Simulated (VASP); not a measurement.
# NiO (Fm-3m) in VASP: a series of runs, part 3 of 3

VASP 6.6.1. Earlier steps stand in the parts before.

## Step 6: Single point, r2SCAN, collinear spin, ferromagnetic start (volume scaled by 1.06)

POSCAR

```
NiO
1.0
    0.0000000000      2.1352850214      2.1352850214
    2.1352850214      0.0000000000      2.1352850214
    2.1352850214      2.1352850214      0.0000000000
Ni O
1 1
Direct
    0.0000000000      0.0000000000      0.0000000000
    0.5000000000      0.5000000000      0.5000000000
```

INCAR.step1

```
  PREC = Accurate
  ENCUT = 520
  ISMEAR = 0
  SIGMA = 0.02
  LREAL = False
  LASPH = True
  NELM = 150
  ISPIN = 2
  MAGMOM = 1.84 0.31
  LMAXMIX = 4
  NBANDS = 19
  GGA = PE
  ALGO = Normal
  EDIFF = 1E-4
  LWAVE = True
  LCHARG = False
```

INCAR.step2

```
  PREC = Accurate
  ENCUT = 520
  EDIFF = 1E-6
  ISMEAR = 0
  SIGMA = 0.02
  LREAL = False
  LASPH = True
  NELM = 150
  ALGO = Normal
  ISIF = 2
  LWAVE = False
  LCHARG = True
  ISPIN = 2
  MAGMOM = 1.84 0.31
  LORBIT = 11
  LMAXMIX = 4
  METAGGA = R2SCAN
  LMIXTAU = True
  LELF = True
  LVHAR = True
  NBANDS = 19
  ISTART = 1
```

KPOINTS

```
Automatic mesh
0
Gamma
  12 12 12
```

Potentials or basis: VASP PAW PBE potentials, release 64 (Ni, O).

Run with:

```bash
$ cat potpaw_PBE.64/Ni/POTCAR potpaw_PBE.64/O/POTCAR > POTCAR
$ cp INCAR.step1 INCAR
$ mpirun -np 1 vasp_std > vasp.out
$ cp INCAR.step2 INCAR
$ mpirun -np 1 vasp_std > vasp.out
```

Run time: 1.9 min. Hardware: 1 thread of Intel Xeon Platinum 8488C (Sapphire Rapids), shared host; peak memory 0.18 GiB.

The run converged. Its results:

- Free energy: -20.0727 eV
- Pressure: -11.0 GPa
- Band gap on the k mesh: 0.92 eV, indirect (least direct gap 1.81 eV)
- Net moment: 2.00 μB per cell
- Site moments: Ni +1.70; O +0.27 μB
- Valence electrons inside the program's atomic spheres: Ni 8.81; O 5.01

Levels at points of the mesh, in eV from the valence-band top:
Spin up:
| k point | band 6 | band 7 | band 8 | band 9 | band 10 | band 11 | band 12 | band 13 |
| --- | --- | --- | --- | --- | --- | --- | --- | --- |
| (0.00, 0.00, 0.00) | -2.88 | -2.41 | -2.41 | -2.41 | 1.93 | 18.67 | 19.28 | 19.28 |
| (0.50, 0.00, 0.00) | -2.38 | -1.73 | 0.00 | 0.00 | 6.31 | 10.39 | 14.57 | 14.57 |
| (0.50, 0.50, 0.00) | -3.54 | -3.09 | -2.07 | -2.07 | 6.50 | 11.30 | 12.61 | 17.09 |
Spin down:
```tsv
k point	band 4	band 5	band 6	band 7	band 8	band 9	band 10	band 11
(0.00, 0.00, 0.00)	-1.99	-1.74	-1.74	-1.74	0.92	0.92	2.47	18.75
(0.50, 0.00, 0.00)	-3.87	-1.13	-1.13	-0.80	3.43	3.43	6.60	11.20
(0.50, 0.50, 0.00)	-3.08	-2.74	-1.11	-1.11	1.33	1.76	7.13	11.89
```

Caveat: the PAW data sets were made with another functional, which shifts forces and pressure a little; a cell with one magnetic atom can't hold antiferromagnetic order, which such compounds often take. A k mesh can miss the band edges.

## Step 7: Single point, r2SCAN, collinear spin, ferromagnetic start

POSCAR

```
NiO
1.0
    0.0000000000      2.0942116207      2.0942116207
    2.0942116207      0.0000000000      2.0942116207
    2.0942116207      2.0942116207      0.0000000000
Ni O
1 1
Direct
    0.0000000000      0.0000000000      0.0000000000
    0.5000000000      0.5000000000      0.5000000000
```

INCAR.step1

```
SYSTEM = NiO
PREC = Accurate ; ENCUT = 660
ISMEAR = 0 ; SIGMA = 0.02
LREAL = .False. ; LASPH = .True.
NELM = 200 ; ISPIN = 2
MAGMOM = 1.84 0.31 ; LMAXMIX = 4
NBANDS = 23 ; GGA = PE
ALGO = Normal ; EDIFF = 1E-5
LWAVE = .True. ; LCHARG = .False.
GGA_COMPAT = .False.
```

INCAR.step2

```
SYSTEM = NiO
PREC = Accurate ; ENCUT = 660
EDIFF = 1E-6 ; ISMEAR = 0
SIGMA = 0.02 ; LREAL = .False.
LASPH = .True. ; NELM = 200
ALGO = Normal ; ISIF = 2
LWAVE = .False. ; LCHARG = .True.
ISPIN = 2 ; MAGMOM = 1.84 0.31
LORBIT = 11 ; LMAXMIX = 4
METAGGA = R2SCAN ; LMIXTAU = .True.
LELF = .True. ; LVHAR = .True.
NBANDS = 23 ; ISTART = 1
GGA_COMPAT = .False.
```

KPOINTS

```
Automatic mesh
0
Gamma
  12 12 12
  0 0 0
```

Potentials or basis: VASP PAW PBE potentials, release 64 (Ni_sv_GW, O).

Run with:

```bash
$ cat potpaw_PBE.64/Ni_sv_GW/POTCAR potpaw_PBE.64/O/POTCAR > POTCAR
$ cp INCAR.step1 INCAR
$ mpirun -np 1 vasp_std > vasp.out
$ cp INCAR.step2 INCAR
$ mpirun -np 1 vasp_std > vasp.out
```

Wall time 5.7 min (1 thread of Intel Xeon Platinum 8488C (Sapphire Rapids), shared host); peak memory 0.24 GiB.

It converged, with:

| Property | Result |
| --- | --- |
| Free energy | -21.1111 eV |
| Pressure | -1.8 GPa |
| Band gap on the k mesh | 0.85 eV, indirect (least direct gap 1.86 eV) |
| Net moment | 2.00 μB per cell |
| Site moments | Ni +1.70; O +0.27 μB |
| Valence electrons inside the program's atomic spheres | Ni 16.10; O 5.05 |

Levels at points of the mesh, in eV from the valence-band top:
Spin up:
```tsv
k point	band 10	band 11	band 12	band 13	band 14	band 15	band 16	band 17
(0.00, 0.00, 0.00)	-3.05	-2.78	-2.78	-2.78	2.10	18.70	19.56	19.56
(0.50, 0.00, 0.00)	-2.46	-1.79	0.00	0.00	6.27	10.82	14.77	14.77
(0.50, 0.50, 0.00)	-3.66	-3.11	-2.13	-2.13	6.71	11.54	12.72	17.61
```
Spin down:
| k point | band 7 | band 8 | band 9 | band 10 | band 11 | band 12 | band 13 | band 14 | band 15 | band 16 |
| --- | --- | --- | --- | --- | --- | --- | --- | --- | --- | --- |
| (0.00, 0.00, 0.00) | -2.16 | -2.16 | -2.13 | -2.13 | -2.13 | 0.85 | 0.86 | 2.67 | 18.79 | 19.90 |
| (0.50, 0.00, 0.00) | -4.36 | -4.36 | -1.21 | -1.21 | -0.85 | 3.58 | 3.59 | 6.62 | 11.66 | 15.19 |
| (0.50, 0.50, 0.00) | -3.55 | -3.55 | -3.04 | -1.16 | -1.16 | 1.32 | 1.86 | 7.35 | 12.19 | 13.10 |

Caveat: the PAW data sets were made with another functional, which shifts forces and pressure a little; a cell with one magnetic atom can't hold antiferromagnetic order, which such compounds often take.

## Step 8: Overview

| potentials or basis | cell | cutoff (eV) | second run | gap on the mesh (eV) | pressure (GPa) | moment (μB) |
| --- | --- | --- | --- | --- | --- | --- |
| VASP PAW PBE potentials, release 64 (Ni, O) | a = 2.962 Å, angles 60.0°, 2 atoms | 520 | - | 0.74 | 0.1 | 2.00 |
| VASP PAW PBE potentials, release 64 (Ni, O) | a = 2.991 Å, angles 60.0°, 2 atoms | 520 | - | 0.84 | -5.9 | 2.00 |
| VASP PAW PBE potentials, release 64 (Ni, O) | a = 3.020 Å, angles 60.0°, 2 atoms | 520 | - | 0.92 | -11.0 | 2.00 |
| VASP PAW PBE potentials, release 64 (Ni_sv_GW, O) | a = 2.962 Å, angles 60.0°, 2 atoms | 660 | valence_matched | 0.85 | -1.8 | 2.00 |

Alike in all rows: task single point; level r2SCAN; spin collinear, ferromagnetic start; k mesh 12 × 12 × 12; smearing gaussian 0.02 eV.

Caveats: the PAW data sets were made with another functional, which shifts forces and pressure a little; a cell with one magnetic atom can't hold antiferromagnetic order, which such compounds often take.

Total energies depend on the potentials used, so only differences within one code and one set of settings carry meaning.
